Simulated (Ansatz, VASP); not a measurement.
# Two plane-wave programs on MoS2

POSCAR

```
MoS2
1.0
    1.5855002900      0.9153890200      6.1149982500
   -1.5855002900      0.9153890200      6.1149982500
    0.0000000000     -1.8307780400      6.1149982500
Mo S
1 2
Direct
    0.0000000000      0.0000000000      0.0000000000
    0.7500000000      0.7500000000      0.7500000000
    0.2500000000      0.2500000000      0.2500000000
```

INCAR.step1

```
SYSTEM = MoS2
ALGO = Normal ; EDIFF = 1E-4
ENCUT = 520 ; GGA = PE
ISMEAR = 0 ; ISPIN = 2
LASPH = .TRUE. ; LCHARG = .FALSE.
LDAU = .TRUE. ; LDAUJ = 0 0
LDAUL = 2 -1 ; LDAUTYPE = 2
LDAUU = 2.5 0 ; LMAXMIX = 4
LREAL = .FALSE. ; LWAVE = .TRUE.
MAGMOM = 2 0 0 ; NBANDS = 24
NELM = 150 ; PREC = Accurate
SIGMA = 0.05
```

Contents of INCAR.step2:

```
SYSTEM = MoS2
ALGO = Normal ; EDIFF = 1E-6
ENCUT = 520 ; ISIF = 2
ISMEAR = 0 ; ISPIN = 2
ISTART = 1 ; LASPH = .TRUE.
LCHARG = .FALSE. ; LDAU = .TRUE.
LDAUJ = 0 0 ; LDAUL = 2 -1
LDAUPRINT = 1 ; LDAUTYPE = 2
LDAUU = 2.5 0 ; LMAXMIX = 4
LMIXTAU = .TRUE. ; LORBIT = 11
LREAL = .FALSE. ; LWAVE = .FALSE.
MAGMOM = 2 0 0 ; METAGGA = R2SCAN
NBANDS = 24 ; NELM = 150
PREC = Accurate ; SIGMA = 0.05
```

File KPOINTS:

```
k-points
0
G
  7 7 7
  0 0 0
```

Input for Ansatz:

```yaml
crystal:
  lattice:
    - [1.58550029, 0.91538902, 6.11499825]
    - [-1.58550029, 0.91538902, 6.11499825]
    - [0.0, -1.83077804, 6.11499825]
  atoms:
    - { symbol: Mo, position: [0.0, 0.0, 0.0], spin: 2.0 }
    - { symbol: S, position: [0.75, 0.75, 0.75] }
    - { symbol: S, position: [0.25, 0.25, 0.25] }
basis:
  ecutwfc: 500
  ecutrho_ratio: 4
kpoints:
  mp_grid: { grid: [7, 7, 7] }
hamiltonian:
  xc: r2scan
  hubbard: { sites: [{ site: 0, l: d, u_eff: 2.5 }] }
scf:
  occupations: { method: gaussian, width: 0.05 }
  lower_state_search: "off"
  max_iter: 150
output:
  forces: true
  stress: true
  eigenvalues: true
  populations: true
  hubbard: { sites: [{ site: 0, l: d }] }
magnetization:
  spin_polarized: true
```

Alike in both runs: task single point; functional r2SCAN; k mesh 7 × 7 × 7; occupations gaussian, width 0.05 eV; collinear spin; Hubbard terms Mo d U = 2.5 eV.

```csv
,VASP,Ansatz
version,VASP 6.6.1,Ansatz 0.2.0
potentials or method,"VASP PAW PBE potentials, release 64 (Mo_sv, S), cutoff 520 eV","scalar-relativistic, plane waves, PAW"
valence electrons in the cell,26,26
```

|  | VASP | Ansatz | Ansatz less VASP |
| --- | --- | --- | --- |
| gap on the k mesh at the Fermi level (eV) | none | none | - |
| pressure (GPa) | 8.8 | 13.3 | +4.44 |
| traceless stress, the component that is largest in VASP (GPa) | 0.69 | -3.30 | -3.991 |
| rms of the force components (eV/Å) | 0.443 | 0.488 | +0.0449 |
| net moment per atom (μB) | 0.04 | 0.43 | +0.392 |
| size of the moment on the site where the two differ most (μB) | 0.09 | 0.96 | +0.878 |

The net moments are unlike, so the other rows may belong to different states. VASP's potentials were made for PBE, not for r2SCAN. Site moments also hang on the region over which each program counts them. The programs project onto different local orbitals, so the same U acts differently, and such runs can settle in different states. Atom by atom the forces differ by 0.045 eV/Å (rms over components). A gap of «none» marks a metal or a gap that the smearing closes. Ansatz's warnings: filled band counts differ across k points, lower free energy seen, stability check not made.
